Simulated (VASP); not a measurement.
**I: single point with PBE**

Crystal: I.

```
I
1.0
     3.70633   -2.44199    0.00000
     3.70633    2.44199    0.00000
     0.00000    0.00000    9.98552
I
4
Direct
  0.64930 0.35070 0.38440
  0.14930 0.85070 0.11560
  0.35070 0.64930 0.61560
  0.85070 0.14930 0.88440
```

This cell differs from its parent crystal: volume scaled by 1.06.

```yaml
Program: VASP 6.6.1
Task: single point
Functional: PBE
Potentials_or_basis: VASP PAW PBE potentials, release 64 (I)
Cutoff: 520 eV
k_mesh: 7 × 7 × 3
Occupations: fermi-dirac, width 0.05 eV
Spin: no spin polarisation
```

```json
{"Pressure": "0.3 GPa", "Largest force": "0.370 eV/Å", "Band gap on the k mesh": "1.21 eV, indirect (least direct gap 1.27 eV)"}
```

Forces in eV/Å, atoms in the order of the input:
```
I    0.000 -0.106 -0.354
I    0.000 -0.106  0.354
I    0.000  0.106  0.354
I    0.000  0.106 -0.354
```

Stress tensor (GPa, compression positive):
```
 0.89  0.00  0.00
 0.00 -0.04  0.00
 0.00  0.00  0.04
```

Levels at points of the mesh, in eV from the valence-band top:
```
           k point  band 10  band 11  band 12  band 13  band 14  band 15  band 16  band 17  band 18  band 19
(0.00, 0.00, 0.00)    -1.06    -1.02    -0.48    -0.07     0.00     1.27     2.07     5.28     5.45     5.56
```

Run time: 69 s on 1 thread of Intel(R) Xeon(R) 6975P-C (Granite Rapids), on a shared host, peak memory 0.33 GiB.

Caveat: spin-orbit coupling is left out, which moves the levels of the heavy elements. A k mesh can miss the band edges.
